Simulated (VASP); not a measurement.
# BaTe (Cmcm) in VASP: further runs

BaTe is run at these levels: PBE; tasks: single point, relaxation of cell and atoms.

Everything below comes from runs of VASP 6.6.1. Logs are shortened: lines on timing, memory, paths and dates and some standing lists are left out, and cuts for length are marked.

### 1 The cell of the first run

It takes space group Cmcm (No. 63, orthorhombic). Conventional cell: a = 4.556 Å, b = 13.354 Å, c = 5.418 Å, α = 90.00°, β = 90.00°, γ = 90.00°. Ba (site symmetry m2m) has 7 Te at 3.47 to 3.93 Å and 4 Ba at 4.21 to 4.56 Å within 4.6 Å. Within 4.6 Å of Te (site symmetry m2m) lie 7 Ba at 3.47 to 3.93 Å and 4 Te at 4.19 to 4.56 Å.

The cell was generated, and may not be a known phase.

### 2 Single point, PBE

Input file INCAR:

```
SYSTEM = BaTe
PREC     = Accurate       ! precision mode
ENCUT    = 520            ! plane-wave cutoff, eV
EDIFF    = 1E-7           ! SCF threshold, eV
ISMEAR   = 0              ! smearing method
SIGMA    = 0.02           ! smearing width, eV
LREAL    = .FALSE.        ! projectors in reciprocal space
LASPH    = .TRUE.         ! aspherical terms in the spheres
NELM     = 60             ! most SCF steps
ALGO     = Normal         ! electronic algorithm
ISIF     = 2              ! what is computed and relaxed
LWAVE    = .FALSE.        ! write WAVECAR
LCHARG   = .TRUE.         ! write CHGCAR
GGA      = PE             ! functional
LELF     = .TRUE.         ! ELF
LVHAR    = .TRUE.       
NBANDS   = 24             ! bands
```

Input file KPOINTS:

```
Automatic mesh
0
G
  6 6 6
  0 0 0
```

Input file POSCAR:

```
BaTe
1.0
    2.2782451038     -6.6771853250      0.0000000000
    2.2782451038      6.6771853250      0.0000000000
    0.0000000000      0.0000000000      5.4183743844
Ba Te
2 2
Direct
    0.8795096397      0.1204903603      0.2500000000
    0.1204903603      0.8795096397      0.7500000000
    0.6195723150      0.3804276850      0.2500000000
    0.3804276850      0.6195723150      0.7500000000
```

Potentials or basis: VASP PAW PBE potentials, release 64 (Ba_sv, Te).

Started as:

```
> cat potpaw_PBE.64/Ba_sv/POTCAR potpaw_PBE.64/Te/POTCAR > POTCAR
> mpirun -np 1 vasp_std > vasp.out
```

OUTCAR:

```text
SYSTEM = BaTe
   PREC = Accurate
   ENCUT = 520
   EDIFF = 1E-7
   ISMEAR = 0
   LREAL = .FALSE.
   LASPH = .TRUE.
   NELM = 60
   ISIF = 2
   GGA = PE

 ion  position               nearest neighbor table
   1  0.880  0.120  0.250-   3 3.47   4 3.54   4 3.54   4 3.54   4 3.54   3 3.93   3 3.93   2 4.21
                             2 4.21
   2  0.120  0.880  0.750-   4 3.47   3 3.54   3 3.54   3 3.54   3 3.54   4 3.93   4 3.93   1 4.21
                             1 4.21
   3  0.620  0.380  0.250-   1 3.47   2 3.54   2 3.54   2 3.54   2 3.54   1 3.93   1 3.93
   4  0.380  0.620  0.750-   2 3.47   1 3.54   1 3.54   1 3.54   1 3.54   2 3.93   2 3.93

  LATTYP: Found a base centered orthorhombic cell.
 ALAT       =     4.5564902076
 B/A-ratio  =     2.9308459015
 C/A-ratio  =     1.1891552791

  Lattice vectors:

 A1 = (   2.2782451038,  -6.6771853250,   0.0000000000)
 A2 = (   2.2782451038,   6.6771853250,   0.0000000000)
 A3 = (   0.0000000000,   0.0000000000,   5.4183743844)

Analysis of symmetry for initial positions (statically):
=====================================================================
 Subroutine PRICEL returns:
 Original cell was already a primitive cell.

 Routine SETGRP: Setting up the symmetry group for a
 base centered orthorhombic supercell.

 Subroutine GETGRP returns: Found  8 space group operations
 (whereof  4 operations were pure point group operations)
 out of a pool of  8 trial point group operations.

The static configuration has the point symmetry C_2h.
 The point group associated with its full space group is D_2h.

Analysis of symmetry for dynamics (positions and initial velocities):
=====================================================================
 Subroutine PRICEL returns:
 Original cell was already a primitive cell.

 Routine SETGRP: Setting up the symmetry group for a
 base centered orthorhombic supercell.

 Subroutine GETGRP returns: Found  8 space group operations
 (whereof  4 operations were pure point group operations)
 out of a pool of  8 trial point group operations.

The dynamic configuration has the point symmetry C_2h.
 The point group associated with its full space group is D_2h.

 Subroutine INISYM returns: Found  8 space group operations
 (whereof  4 operations are pure point group operations),
 and found     1 'primitive' translations

----------------------------------------------------------------------------------------

                                     Primitive cell

  volume of cell :     164.8515

  direct lattice vectors                    reciprocal lattice vectors
     2.278245104 -6.677185325  0.000000000     0.219467168 -0.074881852  0.000000000
     2.278245104  6.677185325  0.000000000     0.219467168  0.074881852  0.000000000
     0.000000000  0.000000000  5.418374384     0.000000000  0.000000000  0.184557199

  length of vectors
     7.055154472  7.055154472  5.418374384     0.231890339  0.231890339  0.184557199

  position of ions in fractional coordinates (direct lattice)
     0.879509640  0.120490360  0.250000000
     0.120490360  0.879509640  0.750000000
     0.619572315  0.380427685  0.250000000
     0.380427685  0.619572315  0.750000000

  ion indices of the primitive-cell ions
   primitive index   ion index
                 1           1
                 2           2
                 3           3
                 4           4

----------------------------------------------------------------------------------------

 KPOINTS: Automatic mesh

Automatic generation of k-mesh.
 Grid dimensions read from file:
 generate k-points for:    6    6    6

 Generating k-lattice:

  Cartesian coordinates                     Fractional coordinates (reciprocal lattice)
     0.036577861 -0.012480309  0.000000000     0.166666667  0.000000000  0.000000000
     0.036577861  0.012480309  0.000000000     0.000000000  0.166666667  0.000000000
     0.000000000  0.000000000  0.030759533     0.000000000  0.000000000  0.166666667

  Length of vectors
     0.038648390  0.038648390  0.030759533

  Shift w.r.t. Gamma in fractional coordinates (k-lattice)
     0.000000000  0.000000000  0.000000000

 Subroutine IBZKPT returns following result:
 ===========================================

 Found     52 irreducible k-points:

 Following reciprocal coordinates:
            Coordinates               Weight
  0.000000  0.000000  0.000000      1.000000
  0.166667 -0.000000  0.000000      4.000000
  0.333333  0.000000  0.000000      4.000000
  0.500000  0.000000  0.000000      2.000000
  0.166667  0.166667  0.000000      2.000000
  0.333333  0.166667  0.000000      4.000000
[... 16 lines left out ...]
  0.333333  0.333333  0.166667      4.000000
  0.500000  0.333333  0.166667      8.000000
 [... further k-points ...]
   k-points           NKPTS =     52   k-points in BZ     NKDIM =     52   number of bands    NBANDS=     24
   number of dos      NEDOS =    301   number of ions     NIONS =      4
   total plane-waves  NPLWV = 116640
   dimension x,y,z NGX =    54 NGY =   54 NGZ =   40
   dimension x,y,z NGXF=   108 NGYF=  108 NGZF=   80
   ions per type =               2   2
   NGX,Y,Z   is equivalent  to a cutoff of  12.72, 12.72, 12.27 a.u.
   NGXF,Y,Z  is equivalent  to a cutoff of  25.45, 25.45, 24.55 a.u.
 SYSTEM =  BaTe
   PREC   = accura    normal or accurate (medium, high low for compatibility)
   ISTART =      0    job   : 0-new  1-cont  2-samecut
   ICHARG =      2    charge: 1-file 2-atom 10-const
   ISPIN  =      1    spin polarized calculation?
   LNONCOLLINEAR =      F non collinear calculations
   LSORBIT =      F    spin-orbit coupling
   LASPH  =      T    aspherical Exc in radial PAW
   ENCUT  =  520.0 eV  38.22 Ry    6.18 a.u.  13.12 13.12 10.07*2*pi/ulx,y,z
   NELM   =     60;   NELMIN=  2; NELMDL= -5     # of ELM steps
   EDIFF  = 0.1E-06   stopping-criterion for ELM
   LREAL  =      F    real-space projection
   EDIFFG = 0.1E-05   stopping-criterion for IOM
   NSW    =      0    number of steps for IOM
   IBRION =     -1    ionic relax: 0-MD 1-quasi-New 2-CG
   NFREE  =      0    steps in history (QN), initial steepest desc. (CG)
   ISIF   =      2    stress and relaxation
   ISYM   =      2    0-nonsym 1-usesym 2-fastsym
   POTIM  = 0.5000    time-step for ionic-motion
   TEBEG  =    0.0;   TEEND  =   0.0 temperature during run
   PSTRESS=    0.0 pullay stress
   NELECT =      32.0000    total number of electrons
   NUPDOWN=      -1.0000    fix difference up-down
   EMIN   =  10.00;   EMAX   =-10.00  energy-range for DOS
   EFERMI =   0.00;   METHOD = LEGACY
   ISMEAR =     0;   SIGMA  =   0.02  broadening in eV -4-tet -1-fermi 0-gaus
   EFERMI_NEDOS =   21; number of points for ismear=-14 and -15
   IALGO  =     38    algorithm
   IMIX   =      4    mixing-type and parameters
     AMIX     =   0.40;   BMIX     =  1.00
     AMIX_MAG =   1.60;   BMIX_MAG =  1.00
  volume/ion in A,a.u.               =      41.21       278.12
  Fermi-wavevector in a.u.,A,eV,Ry     =   0.947896  1.791263 12.224919  0.898506
  Thomas-Fermi vector in A             =   2.076033
   LORBIT       =      0    0 simple, 1 ext, 2 COOP (PROOUT), +10 PAW based schemes
   GGA     = PE    functional components
   LHFCALC =     F    Hartree Fock is set to
   AEXX    =    0.0000 exact exchange contribution
   IVDW    =     0    specifies the selected vdW correction
   LEPSILON=     F    determine dielectric tensor
   LRPA    =     F    only Hartree local field effects (RPA)
 non-spin polarized calculation
 Gauss-broadening in eV      SIGMA  =   0.02
  energy-cutoff  :      520.00
  volume of cell :      164.85
 maximum number of plane-waves:      4496
 NGX is ok and might be reduce to    54
   NGX = 27   NGY = 27   NGZ = 21

 number of electron      32.0000001 magnetization

 Free energy of the ion-electron system (eV)
  ---------------------------------------------------
  ext. energy  EPLUGINS =         0.00000000
  ---------------------------------------------------
  free energy    TOTEN  =       -16.80420031 eV

  energy without entropy =      -16.80420031  energy(sigma->0) =      -16.80420031

 E-fermi :   3.0127     XC(G=0):  -8.4654

 val. band max:        2.9322779912   @ k =   0.5000   0.5000   0.0000
 cond. band min:       4.2080159407   @ k =   0.5000   0.5000   0.0000
 fundamental gap:      1.2757379495
 Fermi energy:         3.0126609821

 k-point     1 :       0.0000    0.0000    0.0000
  band No.  band energies     occupation
      1     -24.6404      2.00000
      2     -24.6022      2.00000
      3     -10.0481      2.00000
      4      -9.9392      2.00000
      5      -9.7485      2.00000
      6      -9.7345      2.00000
[... 16 lines left out ...]
     23       6.6928      0.00000
     24       6.9546      0.00000

 k-point     2 :       0.1667   -0.0000    0.0000
  band No.  band energies     occupation
      1     -24.6364      2.00000
      2     -24.6005      2.00000
      3     -10.0364      2.00000
      4      -9.9204      2.00000
      5      -9.8585      2.00000
      6      -9.7953      2.00000
[... 16 lines left out ...]
     23       7.3443      0.00000
     24       7.3843      0.00000

 k-point     3 :       0.3333    0.0000    0.0000
  band No.  band energies     occupation
      1     -24.6285      2.00000
      2     -24.5971      2.00000
      3     -10.0646      2.00000
      4     -10.0206      2.00000
      5      -9.8911      2.00000
      6      -9.8810      2.00000
[... 16 lines left out ...]
     23       7.7077      0.00000
     24       8.0061      0.00000

 k-point     4 :       0.5000    0.0000    0.0000
  band No.  band energies     occupation
      1     -24.6243      2.00000
      2     -24.5956      2.00000
      3     -10.1466      2.00000
      4     -10.0513      2.00000
      5      -9.9063      2.00000
      6      -9.8602      2.00000
[... 16 lines left out ...]
     23       8.1183      0.00000
     24       8.6398      0.00000

 k-point     5 :       0.1667    0.1667    0.0000
  band No.  band energies     occupation
      1     -24.6294      2.00000
      2     -24.5962      2.00000
      3     -10.0792      2.00000
      4      -9.9635      2.00000
      5      -9.9362      2.00000
      6      -9.8866      2.00000
[... 16 lines left out ...]
     23       8.1785      0.00000
     24       8.1899      0.00000

 k-point     6 :       0.3333    0.1667    0.0000
  band No.  band energies     occupation
      1     -24.6243      2.00000
      2     -24.5956      2.00000
      3     -10.1605      2.00000
      4     -10.0169      2.00000
      5      -9.9296      2.00000
      6      -9.8602      2.00000
[... 16 lines left out ...]
     23       8.2124      0.00000
     24       8.5013      0.00000
[... 379 lines left out ...]
 k-point    21 :      -0.3333    0.1667    0.1667
  band No.  band energies     occupation
      1     -24.6312      2.00000
      2     -24.6049      2.00000
      3     -10.0544      2.00000
      4      -9.9526      2.00000
      5      -9.8619      2.00000
      6      -9.8063      2.00000
[... 16 lines left out ...]
     23       7.3315      0.00000
     24       7.5740      0.00000

 k-point    22 :      -0.1667    0.1667    0.1667
  band No.  band energies     occupation
      1     -24.6359      2.00000
      2     -24.6059      2.00000
      3     -10.0588      2.00000
      4      -9.9447      2.00000
      5      -9.8374      2.00000
      6      -9.7544      2.00000
[... 16 lines left out ...]
     23       7.0704      0.00000
     24       7.3556      0.00000

 k-point    23 :       0.3333    0.3333    0.1667
  band No.  band energies     occupation
      1     -24.6231      2.00000
      2     -24.6017      2.00000
      3     -10.0958      2.00000
      4      -9.9857      2.00000
      5      -9.9295      2.00000
      6      -9.8673      2.00000
[... 16 lines left out ...]
     23       7.6670      0.00000
     24       8.1742      0.00000

 k-point    24 :       0.5000    0.3333    0.1667
  band No.  band energies     occupation
      1     -24.6282      2.00000
      2     -24.6079      2.00000
      3     -10.0628      2.00000
      4     -10.0010      2.00000
      5      -9.8408      2.00000
      6      -9.7964      2.00000
[... 16 lines left out ...]
     23       7.2437      0.00000
     24       7.3893      0.00000

 [... further k-points ...]

------------------------ aborting loop because EDIFF is reached ----------------------------------------

  FORCE on cell =-STRESS in cart. coord.  units (eV):
  Direction    XX          YY          ZZ          XY          YZ          ZX
  --------------------------------------------------------------------------------------
  -------------------------------------------------------------------------------------
  Total        0.4022222      0.3033273      0.4280264      0.0000000      0.0000000      0.0000000
  in kB        3.9091627      2.9480114      4.1599517      0.0000000      0.0000000      0.0000000
  external PRESSURE =       3.6723753 kB  Pullay stress =       0.0000000 kB

 VOLUME and BASIS-vectors are now :
 -----------------------------------------------------------------------------
  energy-cutoff  :      520.00
  volume of cell :      164.85
      direct lattice vectors                 reciprocal lattice vectors
     2.278245104 -6.677185325  0.000000000     0.219467168 -0.074881852  0.000000000
     2.278245104  6.677185325  0.000000000     0.219467168  0.074881852  0.000000000
     0.000000000  0.000000000  5.418374384     0.000000000  0.000000000  0.184557199

 POSITION                                       TOTAL-FORCE (eV/Angst)
 -----------------------------------------------------------------------------------
      2.27825     -5.06811      1.35459         0.000000      0.002763      0.000000
      2.27825      5.06811      4.06378         0.000000     -0.002763     -0.000000
      2.27825     -1.59681      1.35459         0.000000      0.012401     -0.000000
      2.27825      1.59681      4.06378         0.000000     -0.012401     -0.000000
 -----------------------------------------------------------------------------------
    total drift:                                0.000000     -0.000000      0.000000

  FREE ENERGIE OF THE ION-ELECTRON SYSTEM (eV)
  ---------------------------------------------------
  free  energy   TOTEN  =       -16.8042003120 eV

  energy  without entropy=      -16.8042003120  energy(sigma->0) =      -16.80420031
```

Run time: 3.7 min. Hardware: 1 thread of Intel Xeon 6975P-C (Granite Rapids), shared host; peak memory 0.45 GiB.

Results:

| Quantity | Value |
| --- | --- |
| Free energy | -16.8042 eV |
| Pressure | 0.4 GPa |
| Largest force | 0.012 eV/Å |
| Band gap on the k mesh | 1.28 eV |

Forces on the atoms (eV/Å):
```
Ba   0.000  0.003  0.000
Ba   0.000 -0.003  0.000
Te   0.000  0.012  0.000
Te   0.000 -0.012  0.000
```

Levels at points of the mesh, in eV from the valence-band top:
```csv
k point,band 14,band 15,band 16,band 17,band 18,band 19
"(0.00, 0.00, 0.00)",-0.31,-0.23,-0.19,1.52,1.73,1.88
"(0.50, 0.00, 0.00)",-1.88,-1.34,-0.37,2.83,2.94,3.74
"(0.50, 0.50, 0.00)",-0.65,-0.38,0.00,1.28,2.16,2.96
"(0.00, 0.00, 0.50)",-1.13,-0.96,-0.96,2.90,2.90,3.36
"(0.50, 0.00, 0.50)",-1.38,-0.61,-0.61,2.17,2.17,3.41
"(0.50, 0.50, 0.50)",-0.92,-0.84,-0.84,2.95,2.95,3.89
```

Caveat: spin-orbit coupling is left out, which moves the levels of the heavy elements.

### 3 Relaxation of cell and atoms, PBE

This run uses another cell than the first one, of 40.26 Å³/atom.

Input file INCAR:

```
SYSTEM = BaTe
PREC = Accurate ; ENCUT = 600
EDIFF = 1E-6 ; ISMEAR = 0
SIGMA = 0.2 ; LREAL = .FALSE.
LASPH = .TRUE. ; NELM = 60
ALGO = Normal ; ISIF = 3
LWAVE = .FALSE. ; LCHARG = .FALSE.
GGA = PE ; IBRION = 2
NSW = 36 ; EDIFFG = -0.08
```

Input file KPOINTS:

```
regular mesh
0
G
  4 4 4
  0 0 0
```

Input file POSCAR:

```
BaTe
1.0
    2.5635462300     -6.4714344300      0.0000000000
    2.5635462300      6.4714344300      0.0000000000
    0.0000000000      0.0000000000      4.8541718200
Ba Te
2 2
Direct
    0.8620000000      0.1380000000      0.2500000000
    0.1380000000      0.8620000000      0.7500000000
    0.5830000000      0.4170000000      0.2500000000
    0.4170000000      0.5830000000      0.7500000000
```

Potentials or basis: VASP PAW PBE potentials, release 64 (Ba_sv, Te).

Started as:

```
> cat potpaw_PBE.64/Ba_sv/POTCAR potpaw_PBE.64/Te/POTCAR > POTCAR
> mpirun -np 1 vasp_std > vasp.out
```

Run time: 5.5 min. Hardware: 1 thread of Intel Xeon 6975P-C (Granite Rapids), shared host; peak memory 0.41 GiB.

It converged, with:

```yaml
Free_energy: -16.7966 eV
Relaxed_volume: 41.96 Å³/atom
Relaxed_cell: a = 7.101 Å, b = 7.101 Å, c = 5.445 Å, α = 90.00°, β = 90.00°, γ = 142.32°
Space_group_after_relaxing_to_0.1_Å: Cmcm (No. 63)
Energy_gained_by_relaxing: 362.4 meV/atom
Ionic_steps: 8
Pressure_after_relaxing: -0.1 GPa
Largest_force_after_relaxing: 0.015 eV/Å
Band_gap_on_the_k_mesh: 1.31 eV
```

Forces in eV/Å, atoms in the order of the input:
```
Ba   0.000  0.015  0.000
Ba   0.000 -0.015  0.000
Te   0.000  0.005  0.000
Te   0.000 -0.005  0.000
```

Stress tensor (GPa, compression positive):
```
-0.04  0.00  0.00
 0.00 -0.15  0.00
 0.00  0.00 -0.18
```

Step by step:
```csv
step,energy change (eV),largest force (eV/Å),pressure (GPa),volume (Å³)
1,0.0000,2.1308,1.57,161.06
2,-0.8125,1.2849,-0.28,169.84
3,-1.1041,0.7162,-1.65,178.39
4,-1.2593,0.4839,0.14,166.45
5,-1.2713,0.5256,1.00,162.07
6,-1.3603,0.4193,0.64,163.87
7,-1.4257,0.2118,-0.02,167.24
8,-1.4497,0.0147,-0.13,167.82
```

Final structure:
```cif
data_structure
_symmetry_space_group_name_H-M 'P 1'
_symmetry_Int_Tables_number 1
_cell_length_a 7.1007
_cell_length_b 7.1007
_cell_length_c 5.4448
_cell_angle_alpha 90.000
_cell_angle_beta 90.000
_cell_angle_gamma 142.315
_cell_volume 167.82
loop_
_atom_site_label
_atom_site_type_symbol
_atom_site_fract_x
_atom_site_fract_y
_atom_site_fract_z
_atom_site_occupancy
Ba1 Ba 0.87915 0.12085 0.25000 1
Ba2 Ba 0.12085 0.87915 0.75000 1
Te1 Te 0.61957 0.38043 0.25000 1
Te2 Te 0.38043 0.61957 0.75000 1
```

Levels at points of the mesh, in eV from the valence-band top:
```csv
k point,band 12,band 13,band 14,band 15,band 16,band 17,band 18,band 19,band 20
"(0.00, 0.00, 0.00)",-1.17,-0.39,-0.30,-0.23,-0.18,1.53,1.76,1.90,2.41
"(0.50, 0.00, 0.00)",-2.23,-2.01,-1.83,-1.30,-0.36,2.83,2.93,3.72,3.84
"(0.50, 0.50, 0.00)",-1.44,-1.06,-0.64,-0.38,0.00,1.31,2.17,2.93,2.99
"(0.00, 0.00, 0.50)",-2.12,-1.11,-1.11,-0.94,-0.94,2.89,2.89,3.33,3.33
"(0.50, 0.00, 0.50)",-1.65,-1.36,-1.36,-0.60,-0.60,2.17,2.17,3.39,3.39
"(0.50, 0.50, 0.50)",-2.71,-0.89,-0.89,-0.82,-0.82,2.96,2.96,3.90,4.04
```

Caveat: spin-orbit coupling is left out, which moves the levels of the heavy elements.
